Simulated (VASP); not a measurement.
Here is a VASP 6.6.1 calculation.

File INCAR:

```
SYSTEM = SiC
ALGO     = Normal         ! electronic algorithm
EDIFF    = 1E-6           ! SCF threshold, eV
ENCUT    = 520            ! plane-wave cutoff, eV
GGA      = CA             ! functional
ISIF     = 2              ! what is computed and relaxed
ISMEAR   = 0              ! smearing method
LASPH    = .True.         ! aspherical terms in the spheres
LCHARG   = .True.         ! write CHGCAR
LELF     = .True.         ! ELF
LREAL    = .False.        ! projectors in reciprocal space
LVHAR    = .True.       
LWAVE    = .False.        ! write WAVECAR
NBANDS   = 11             ! bands
NELM     = 60             ! most SCF steps
PREC     = Accurate       ! precision mode
SIGMA    = 0.05           ! smearing width, eV
```

The input KPOINTS:

```
k-points
0
Gamma
  12 12 12
  0 0 0
```

File POSCAR:

```
SiC
1.0
    0.0163050000      2.1740000000      2.1740000000
    2.1903050000      0.0000000000      2.1903050000
    2.1740000000      2.1740000000      0.0163050000
Si C
1 1
Direct
    0.0000000000      0.0000000000      0.0000000000
    0.7500000000      0.7500000000      0.7500000000
```

Potentials or basis: VASP PAW LDA potentials, release 64 (Si, C).

Launch:

```bash
$ cat potpaw_LDA.64/Si/POTCAR potpaw_LDA.64/C/POTCAR > POTCAR
$ mpirun -np 1 vasp_std > vasp.out
```

What does it give for the band gap on the k mesh?

1.25 eV, indirect (least direct gap 4.38 eV).

Predict the largest force.

0.120 eV/Å.

Stress tensor (GPa, compression positive):
```
-2.46  0.00 -4.11
 0.00 -2.50  0.00
-4.11  0.00 -2.46
```

Caveat: the cell differs from its parent crystal (strain +0.0150 x Voigt [0, 0, 0, 0, 1, 0]). A k mesh can miss the band edges.
